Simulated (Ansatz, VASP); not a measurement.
Al2Ru in VASP and in Ansatz

```
Al Ru
1.0
     0.00000    4.09257    4.49927
     2.13739    0.00000    4.49927
     2.13739    4.09257    0.00000
Al Ru
4 2
Direct
  0.07890 0.42110 0.07890
  0.42110 0.07890 0.42110
  0.17110 0.82890 0.17110
  0.82890 0.17110 0.82890
  0.75000 0.75000 0.75000
  0.50000 0.50000 0.50000
```

Change from the starting cell: volume 13.119 Å^3 an atom, stretch along a over the lengths across it, relative to the relaxed cell 0.8864.

Alike in both runs: task single point; functional LDA; k mesh 10 × 10 × 10; occupations gaussian, width 0.03 eV; no spin polarisation.

|  | VASP | Ansatz |
| --- | --- | --- |
| version | VASP 6.6.1 | Ansatz 0.2.0 |
| potentials or method | VASP PAW LDA potentials, release 64 (Al, Ru_pv), cutoff 520 eV | scalar-relativistic, plane waves, PAW |
| valence electrons in the cell | 40 | 44 |

```csv
,VASP,Ansatz,Ansatz less VASP
gap on the k mesh at the Fermi level (eV),none,none,-
pressure (GPa),7.4,6.8,-0.54
"traceless stress, the component that is largest in VASP (GPa)",24.00,23.92,-0.071
rms of the force components (eV/Å),0.239,0.238,-0.0003
```

Ansatz warns that its potentials were made for another functional, while VASP's fit it. LDA's correlation is that of Perdew and Zunger in VASP and of Perdew and Wang (1992) in Ansatz. Atom by atom the forces differ by 0.000 eV/Å (rms over components). A gap of «none» marks a metal or a gap that the smearing closes. VASP's potentials hold 40 valence electrons a cell and Ansatz's 44, so a difference there can come from the potentials and not from the codes.
